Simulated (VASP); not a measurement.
# PbSe (I4/mmm) in VASP: further runs

The runs below take PbSe through single point, with PBE, r2SCAN.

All numbers are computed with VASP 6.6.1; they aren't measurements. Logs are shortened: lines on timing, memory, paths and dates and some standing lists are left out, and cuts for length are marked.

**1. The cell of the first run**

It takes space group I4/mmm (No. 139, tetragonal). The conventional cell has a = 4.455 Å, b = 4.455 Å, c = 6.152 Å, α = 90.00°, β = 90.00°, γ = 90.00°. Pb (site symmetry 4/mmm) has 6 Se at 3.08 to 3.15 Å within 4.0 Å. Within 4.0 Å of Se (site symmetry 4/mmm) lie 6 Pb at 3.08 to 3.15 Å.

**2. Single point, PBE (epitaxial xy strain +2.0%)**

The input, INCAR:

```
SYSTEM = PbSe
PREC = Accurate ; ENCUT = 520
EDIFF = 1E-6 ; ISMEAR = -1
SIGMA = 0.02 ; LREAL = .False.
LASPH = .True. ; NELM = 80
ALGO = Normal ; ISIF = 2
LWAVE = .False. ; LCHARG = .False.
GGA = PE ; NBANDS = 17
```

The input, KPOINTS:

```
Automatic mesh
0
Gamma
  8 8 8
  0 0 0
```

The input, POSCAR:

```
PbSe
1.0
    0.0000000000      3.1504762639      3.0758372727
    3.1504762639      0.0000000000      3.0758372727
    3.1504762639      3.1504762639      0.0000000000
Pb Se
1 1
Direct
    0.0000000000      0.0000000000      0.0000000000
    0.5000000000      0.5000000000      0.5000000000
```

Potentials or basis: VASP PAW PBE potentials, release 64 (Pb_d, Se).

Command:

```bash
$ cat potpaw_PBE.64/Pb_d/POTCAR potpaw_PBE.64/Se/POTCAR > POTCAR
$ mpirun -np 1 vasp_std > vasp.out
```

OUTCAR:

```text
SYSTEM = PbSe
   PREC = Accurate
   ENCUT = 520
   EDIFF = 1E-6
   ISMEAR = -1
   LREAL = .False.
   LASPH = .True.
   NELM = 80
   ISIF = 2
   GGA = PE

 ion  position               nearest neighbor table
   1  0.000  0.000  0.000-   2 3.08   2 3.08   2 3.15   2 3.15   2 3.15   2 3.15
   2  0.500  0.500  0.500-   1 3.08   1 3.08   1 3.15   1 3.15   1 3.15   1 3.15

  LATTYP: Found a body centered tetragonal cell.
 ALAT       =     4.4554462603
 C/A-ratio  =     1.3807089539

  Lattice vectors:

 A1 = (   0.0000000000,  -3.1504762639,  -3.0758372727)
 A2 = (   0.0000000000,   3.1504762639,  -3.0758372727)
 A3 = (   3.1504762639,   0.0000000000,   3.0758372727)

Analysis of symmetry for initial positions (statically):
=====================================================================
 Subroutine PRICEL returns:
 Original cell was already a primitive cell.

 Routine SETGRP: Setting up the symmetry group for a
 body centered tetragonal supercell.

 Subroutine GETGRP returns: Found 16 space group operations
 (whereof 16 operations were pure point group operations)
 out of a pool of 16 trial point group operations.

The static configuration has the point symmetry D_4h.

Analysis of symmetry for dynamics (positions and initial velocities):
=====================================================================
 Subroutine PRICEL returns:
 Original cell was already a primitive cell.

 Routine SETGRP: Setting up the symmetry group for a
 body centered tetragonal supercell.

 Subroutine GETGRP returns: Found 16 space group operations
 (whereof 16 operations were pure point group operations)
 out of a pool of 16 trial point group operations.

The dynamic configuration has the point symmetry D_4h.

 Subroutine INISYM returns: Found 16 space group operations
 (whereof 16 operations are pure point group operations),
 and found     1 'primitive' translations

----------------------------------------------------------------------------------------

                                     Primitive cell

  volume of cell :      61.0584

  direct lattice vectors                    reciprocal lattice vectors
     0.000000000  3.150476264  3.075837273    -0.158706163  0.158706163  0.162557364
     3.150476264  0.000000000  3.075837273     0.158706163 -0.158706163  0.162557364
     3.150476264  3.150476264  0.000000000     0.158706163  0.158706163 -0.162557364

  length of vectors
     4.402984853  4.402984853  4.455446260     0.277128470  0.277128470  0.277128470

  position of ions in fractional coordinates (direct lattice)
     0.000000000  0.000000000  0.000000000
     0.500000000  0.500000000  0.500000000

  ion indices of the primitive-cell ions
   primitive index   ion index
                 1           1
                 2           2

----------------------------------------------------------------------------------------

 KPOINTS: Automatic mesh

Automatic generation of k-mesh.
 Grid dimensions read from file:
 generate k-points for:    8    8    8

 Generating k-lattice:

  Cartesian coordinates                     Fractional coordinates (reciprocal lattice)
    -0.019838270  0.019838270  0.020319671     0.125000000  0.000000000  0.000000000
     0.019838270 -0.019838270  0.020319671     0.000000000  0.125000000  0.000000000
     0.019838270  0.019838270 -0.020319671     0.000000000  0.000000000  0.125000000

  Length of vectors
     0.034641059  0.034641059  0.034641059

  Shift w.r.t. Gamma in fractional coordinates (k-lattice)
     0.000000000  0.000000000  0.000000000

 Subroutine IBZKPT returns following result:
 ===========================================

 Found     59 irreducible k-points:

 Following reciprocal coordinates:
            Coordinates               Weight
  0.000000  0.000000  0.000000      1.000000
  0.125000  0.000000  0.000000      8.000000
  0.250000  0.000000  0.000000      8.000000
  0.375000  0.000000  0.000000      8.000000
  0.500000  0.000000  0.000000      4.000000
  0.125000  0.125000  0.000000      2.000000
[... 16 lines left out ...]
  0.250000  0.000000  0.125000     16.000000
  0.375000  0.000000  0.125000     16.000000
 [... further k-points ...]
   k-points           NKPTS =     59   k-points in BZ     NKDIM =     59   number of bands    NBANDS=     17
   number of dos      NEDOS =    301   number of ions     NIONS =      2
   total plane-waves  NPLWV =  46656
   dimension x,y,z NGX =    36 NGY =   36 NGZ =   36
   dimension x,y,z NGXF=    72 NGYF=   72 NGZF=   72
   ions per type =               1   1
   NGX,Y,Z   is equivalent  to a cutoff of  13.59, 13.59, 13.43 a.u.
   NGXF,Y,Z  is equivalent  to a cutoff of  27.19, 27.19, 26.87 a.u.
 SYSTEM =  PbSe
   PREC   = accura    normal or accurate (medium, high low for compatibility)
   ISTART =      0    job   : 0-new  1-cont  2-samecut
   ICHARG =      2    charge: 1-file 2-atom 10-const
   ISPIN  =      1    spin polarized calculation?
   LNONCOLLINEAR =      F non collinear calculations
   LSORBIT =      F    spin-orbit coupling
   LASPH  =      T    aspherical Exc in radial PAW
   ENCUT  =  520.0 eV  38.22 Ry    6.18 a.u.   8.19  8.19  8.28*2*pi/ulx,y,z
   NELM   =     80;   NELMIN=  2; NELMDL= -5     # of ELM steps
   EDIFF  = 0.1E-05   stopping-criterion for ELM
   LREAL  =      F    real-space projection
   EDIFFG = 0.1E-04   stopping-criterion for IOM
   NSW    =      0    number of steps for IOM
   IBRION =     -1    ionic relax: 0-MD 1-quasi-New 2-CG
   NFREE  =      0    steps in history (QN), initial steepest desc. (CG)
   ISIF   =      2    stress and relaxation
   ISYM   =      2    0-nonsym 1-usesym 2-fastsym
   POTIM  = 0.5000    time-step for ionic-motion
   TEBEG  =    0.0;   TEEND  =   0.0 temperature during run
   PSTRESS=    0.0 pullay stress
   NELECT =      20.0000    total number of electrons
   NUPDOWN=      -1.0000    fix difference up-down
   EMIN   =  10.00;   EMAX   =-10.00  energy-range for DOS
   EFERMI =   0.00;   METHOD = LEGACY
   ISMEAR =    -1;   SIGMA  =   0.02  broadening in eV -4-tet -1-fermi 0-gaus
   EFERMI_NEDOS =   21; number of points for ismear=-14 and -15
   IALGO  =     38    algorithm
   IMIX   =      4    mixing-type and parameters
     AMIX     =   0.40;   BMIX     =  1.00
     AMIX_MAG =   1.60;   BMIX_MAG =  1.00
  volume/ion in A,a.u.               =      30.53       206.02
  Fermi-wavevector in a.u.,A,eV,Ry     =   1.128503  2.132562 17.327293  1.273520
  Thomas-Fermi vector in A             =   2.265194
   LORBIT       =      0    0 simple, 1 ext, 2 COOP (PROOUT), +10 PAW based schemes
   GGA     = PE    functional components
[... 5 lines left out ...]
 non-spin polarized calculation
  energy-cutoff  :      520.00
  volume of cell :       61.06
 maximum number of plane-waves:      1668
 NGX is ok and might be reduce to    36
   NGX = 17   NGY = 17   NGZ = 17

 number of electron      20.0000001 magnetization

 Free energy of the ion-electron system (eV)
  ---------------------------------------------------
  ext. energy  EPLUGINS =         0.00000000
  ---------------------------------------------------
  free energy    TOTEN  =        -8.18951585 eV

  energy without entropy =       -8.18951579  energy(sigma->0) =       -8.18951582

 E-fermi :   4.5190     XC(G=0):  -9.2425

 val. band max:        4.2849754669   @ k =   0.5000   0.0000   0.0000
 cond. band min:       4.7530950494   @ k =   0.5000   0.0000   0.0000
 fundamental gap:      0.4681195824
 Fermi energy:         4.5190297096

 k-point     1 :       0.0000    0.0000    0.0000
  band No.  band energies     occupation
      1     -12.4372      2.00000
      2     -12.4324      2.00000
      3     -12.4285      2.00000
      4     -12.4285      2.00000
      5     -12.4179      2.00000
      6      -8.7699      2.00000
[... 9 lines left out ...]
     16      11.0601      0.00000
     17      12.2579      0.00000

 k-point     2 :       0.1250    0.0000    0.0000
  band No.  band energies     occupation
      1     -12.4359      2.00000
      2     -12.4343      2.00000
      3     -12.4272      2.00000
      4     -12.4249      2.00000
      5     -12.4192      2.00000
      6      -8.6647      2.00000
[... 9 lines left out ...]
     16      11.3228      0.00000
     17      13.2928      0.00000

 k-point     3 :       0.2500    0.0000    0.0000
  band No.  band energies     occupation
      1     -12.4400      2.00000
      2     -12.4352      2.00000
      3     -12.4280      2.00000
      4     -12.4162      2.00000
      5     -12.4154      2.00000
      6      -8.3786      2.00000
[... 9 lines left out ...]
     16      12.1259      0.00000
     17      15.1092      0.00000

 k-point     4 :       0.3750    0.0000    0.0000
  band No.  band energies     occupation
      1     -12.4458      2.00000
      2     -12.4388      2.00000
      3     -12.4288      2.00000
      4     -12.4090      2.00000
      5     -12.4056      2.00000
      6      -8.0249      2.00000
[... 9 lines left out ...]
     16      13.4006      0.00000
     17      15.4929      0.00000
[... 343 lines left out ...]
      1     -12.4378      2.00000
      2     -12.4329      2.00000
      3     -12.4304      2.00000
      4     -12.4232      2.00000
      5     -12.4180      2.00000
      6      -8.6318      2.00000
[... 9 lines left out ...]
     16      11.9282      0.00000
     17      12.8283      0.00000

 k-point    23 :       0.2500    0.0000    0.1250
  band No.  band energies     occupation
      1     -12.4460      2.00000
      2     -12.4313      2.00000
      3     -12.4283      2.00000
      4     -12.4205      2.00000
      5     -12.4134      2.00000
      6      -8.4066      2.00000
[... 9 lines left out ...]
     16      12.7302      0.00000
     17      14.0251      0.00000

 k-point    24 :       0.3750    0.0000    0.1250
  band No.  band energies     occupation
      1     -12.4532      2.00000
      2     -12.4327      2.00000
      3     -12.4273      2.00000
      4     -12.4162      2.00000
      5     -12.4056      2.00000
      6      -8.0702      2.00000
[... 9 lines left out ...]
     16      13.8872      0.00000
     17      15.3615      0.00000

 [... further k-points ...]

------------------------ aborting loop because EDIFF is reached ----------------------------------------

  FORCE on cell =-STRESS in cart. coord.  units (eV):
  Direction    XX          YY          ZZ          XY          YZ          ZX
  --------------------------------------------------------------------------------------
  -------------------------------------------------------------------------------------
  Total       -0.5607753     -0.5607753      0.3539947      0.0000000      0.0000000      0.0000000
  in kB      -14.7147780    -14.7147780      9.2888416      0.0000000      0.0000000      0.0000000
  external PRESSURE =      -6.7135715 kB  Pullay stress =       0.0000000 kB

 VOLUME and BASIS-vectors are now :
 -----------------------------------------------------------------------------
  energy-cutoff  :      520.00
  volume of cell :       61.06
      direct lattice vectors                 reciprocal lattice vectors
     0.000000000  3.150476264  3.075837273    -0.158706163  0.158706163  0.162557364
     3.150476264  0.000000000  3.075837273     0.158706163 -0.158706163  0.162557364
     3.150476264  3.150476264  0.000000000     0.158706163  0.158706163 -0.162557364

 POSITION                                       TOTAL-FORCE (eV/Angst)
 -----------------------------------------------------------------------------------
      0.00000      0.00000      0.00000         0.000000     -0.000000      0.000000
      3.15048      3.15048      3.07584        -0.000000      0.000000     -0.000000
 -----------------------------------------------------------------------------------
    total drift:                               -0.000000      0.000000      0.000000

  FREE ENERGIE OF THE ION-ELECTRON SYSTEM (eV)
  ---------------------------------------------------
  free  energy   TOTEN  =        -8.1895158535 eV

  energy  without entropy=       -8.1895157879  energy(sigma->0) =       -8.18951582
```

It took 2.4 min on 1 thread of AMD EPYC 7R13, shared host; peak memory 0.21 GiB.

Results:

| Quantity | Value |
| --- | --- |
| Free energy | -8.1895 eV |
| Pressure | -0.7 GPa |
| Band gap on the k mesh | 0.47 eV, direct |

Stress tensor (GPa, compression positive):
```
-1.47  0.00  0.00
 0.00 -1.47  0.00
 0.00  0.00  0.93
```

Caveat: the cell differs from its parent crystal (epitaxial xy strain +2.0%); spin-orbit coupling is left out, which moves the levels of the heavy elements. A k mesh can miss the band edges.

**3. Single point, r2SCAN (epitaxial xy strain -4.0%)**

The input, POSCAR:

```
PbSe
1.0
    0.0000000000      2.9651541308      3.1137716549
    2.9651541308      0.0000000000      3.1137716549
    2.9651541308      2.9651541308      0.0000000000
Pb Se
1 1
Direct
    0.0000000000      0.0000000000      0.0000000000
    0.5000000000      0.5000000000      0.5000000000
```

The input, INCAR.step1:

```
SYSTEM = PbSe
ALGO     = Normal         ! electronic algorithm
EDIFF    = 1E-4           ! SCF threshold, eV
ENCUT    = 520            ! plane-wave cutoff, eV
GGA      = PE             ! functional
ISMEAR   = -1             ! smearing method
LASPH    = .TRUE.         ! aspherical terms in the spheres
LCHARG   = .FALSE.        ! write CHGCAR
LREAL    = .FALSE.        ! projectors in reciprocal space
LWAVE    = .TRUE.         ! write WAVECAR
NBANDS   = 17             ! bands
NELM     = 80             ! most SCF steps
PREC     = Accurate       ! precision mode
SIGMA    = 0.02           ! smearing width, eV
```

The input, INCAR.step2:

```
SYSTEM = PbSe
ALGO     = Normal         ! electronic algorithm
EDIFF    = 1E-7           ! SCF threshold, eV
ENCUT    = 520            ! plane-wave cutoff, eV
ISIF     = 2              ! what is computed and relaxed
ISMEAR   = -1             ! smearing method
ISTART   = 1            
LASPH    = .TRUE.         ! aspherical terms in the spheres
LCHARG   = .FALSE.        ! write CHGCAR
LMIXTAU  = .TRUE.       
LREAL    = .FALSE.        ! projectors in reciprocal space
LWAVE    = .FALSE.        ! write WAVECAR
METAGGA  = R2SCAN         ! meta-GGA
NBANDS   = 17             ! bands
NELM     = 80             ! most SCF steps
PREC     = Accurate       ! precision mode
SIGMA    = 0.02           ! smearing width, eV
```

The input, KPOINTS:

```
k-points
0
G
  8 8 8
  0 0 0
```

Potentials or basis: VASP PAW PBE potentials, release 64 (Pb_d, Se).

Command:

```bash
$ cat potpaw_PBE.64/Pb_d/POTCAR potpaw_PBE.64/Se/POTCAR > POTCAR
$ cp INCAR.step1 INCAR
$ mpirun -np 1 vasp_std > vasp.out
$ cp INCAR.step2 INCAR
$ mpirun -np 1 vasp_std > vasp.out
```

Run time: 8 min. Hardware: 1 thread of AMD EPYC 7R13, shared host; peak memory 0.19 GiB.

The run converged. Its results:

```
Free energy            : -71.8417 eV
Pressure               : 4.9 GPa
Band gap on the k mesh : 0.33 eV, direct
```

Stress tensor (GPa, compression positive):
```
7.32 0.00 0.00
0.00 7.32 0.00
0.00 0.00 0.06
```

Levels at points of the mesh, in eV from the valence-band top:
| k point | band 6 | band 7 | band 8 | band 9 | band 10 | band 11 | band 12 | band 13 | band 14 | band 15 |
| --- | --- | --- | --- | --- | --- | --- | --- | --- | --- | --- |
| (0.00, 0.00, 0.00) | -14.70 | -6.36 | -2.53 | -2.53 | -2.10 | 4.27 | 5.45 | 5.45 | 6.55 | 6.84 |
| (0.50, 0.00, 0.00) | -13.48 | -9.49 | -2.00 | -1.85 | 0.00 | 0.33 | 1.59 | 1.83 | 9.03 | 10.39 |
| (0.50, 0.50, 0.00) | -13.19 | -7.55 | -5.62 | -3.76 | -3.76 | 3.85 | 6.15 | 6.27 | 6.27 | 11.91 |
| (0.50, 0.00, 0.50) | -12.90 | -7.83 | -5.73 | -4.13 | -3.59 | 3.64 | 5.37 | 6.62 | 6.80 | 11.37 |

Caveat: the cell differs from its parent crystal (epitaxial xy strain -4.0%); the PAW data sets were made with another functional, which shifts forces and pressure a little; spin-orbit coupling is left out, which moves the levels of the heavy elements.
